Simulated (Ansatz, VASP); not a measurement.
## Si: VASP beside Ansatz

Contents of INCAR:

```
  PREC = Accurate
  ENCUT = 600
  EDIFF = 1E-7
  ISMEAR = 0
  SIGMA = 0.1
  LREAL = F
  LASPH = T
  NELM = 60
  ALGO = Normal
  ISIF = 3
  LWAVE = F
  LCHARG = F
  GGA = PS
  IBRION = 2
  NSW = 100
  EDIFFG = -0.01
```

The input KPOINTS:

```
Automatic mesh
0
Gamma
  26 26 26
```

POSCAR

```
Si
1.0
   -1.5262894499      1.5262894499      1.5262894499
    1.5262894499     -1.5262894499      1.5262894499
    1.5262894499      1.5262894499     -1.5262894499
Si
1
Direct
    0.0000000000      0.0000000000      0.0000000000
```

Input for Ansatz:

```yaml
crystal:
  lattice:
    - [-1.5262894499, 1.5262894499, 1.5262894499]
    - [1.5262894499, -1.5262894499, 1.5262894499]
    - [1.5262894499, 1.5262894499, -1.5262894499]
  atoms:
    - { symbol: Si, position: [0.0, 0.0, 0.0] }
basis:
  ecutwfc: 420
kpoints:
  mp_grid: { grid: [26, 26, 26] }
hamiltonian:
  xc: pbesol
scf:
  occupations: { method: gaussian, width: 0.1 }
output:
  forces: true
  stress: true
  eigenvalues: true
relax:
  adjacent_minimum: "off"
  f_tol: 0.01
  max_steps: 80
  cell: { stress_tol: 0.05 }
```

Alike in both runs: task relaxation of cell and atoms; functional PBEsol; k mesh 26 × 26 × 26; occupations gaussian, width 0.1 eV; no spin polarisation.

|  | VASP | Ansatz |
| --- | --- | --- |
| version | VASP 6.6.1 | Ansatz 0.2.0 |
| potentials or method | VASP PAW PBE potentials, release 64 (Si), cutoff 600 eV | scalar-relativistic, plane waves, PAW |
| valence electrons in the cell | 4 | 4 |

Ansatz gave:

| Property | Result |
| --- | --- |
| gap on the k mesh at the Fermi level, each at its own relaxed structure (eV) | none |
| relaxed volume (Å³/atom) | 14.26 |
| relaxed cell length with the largest relative difference (Å) | 2.646 |

Problem. Estimate VASP's values.

Solution. gap on the k mesh at the Fermi level, each at its own relaxed structure (eV): none; relaxed volume (Å³/atom): 14.28; relaxed cell length with the largest relative difference (Å): 2.647.

VASP's potentials were made for PBE, not for PBEsol. A gap of «none» marks a metal or a gap that the smearing closes.
